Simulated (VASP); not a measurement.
Wanted: the native input for a VASP 6.6.1 run.

```
Task                   : single point
Functional             : PBE
Potentials or basis    : VASP PAW PBE potentials, release 64 (Ag)
Cutoff                 : 520 eV
k mesh                 : 24 × 24 × 12
Occupations            : gaussian, width 0.15 eV
Spin                   : no spin polarisation
Dipole correction      : no
Further INCAR settings : ALGO = Fast; EDIFF = 1e-07; NBANDS = 18
```

The structure of Ag lies in POSCAR:

```
Ag
1.0
    3.0931028461      0.0000000000      0.0000000000
   -1.5465514230      2.6787056412      0.0000000000
    0.0000000000      0.0000000000      4.2981489721
Ag
2
Direct
    0.3333333333      0.6666666667      0.2500000000
    0.6666666667      0.3333333333      0.7500000000
```

This isn't the form of Ag at room conditions, which is fcc.

This cell differs from its parent crystal: ratio of the length along z to the lengths across it x 0.85, volume and fractional coordinates fixed.

One way to write it, as run:

INCAR

```
SYSTEM = Ag
ALGO = Fast ; EDIFF = 1E-7
ENCUT = 520 ; GGA = PE
ISIF = 2 ; ISMEAR = 0
LASPH = .True. ; LCHARG = .False.
LREAL = .False. ; LWAVE = .False.
NBANDS = 18 ; NELM = 100
PREC = Accurate ; SIGMA = 0.15
```

KPOINTS

```
k-points
0
Gamma
  24 24 12
  0 0 0
```

Potentials or basis: VASP PAW PBE potentials, release 64 (Ag).

Launch:

```sh
$ cat potpaw_PBE.64/Ag/POTCAR > POTCAR
$ mpirun -np 1 vasp_std > vasp.out
```

Results of the run:

| Item | Value |
| --- | --- |
| Pressure | 3.0 GPa |
| Band gap on the k mesh | zero (bands 11 and 12 overlap by 6.60 eV) |

Run time: 2.4 min on 1 thread of Intel(R) Xeon(R) Platinum 8259CL CPU @ 2.50GHz (Skylake/Cascade Lake) (shared host), peak memory 0.32 GiB.
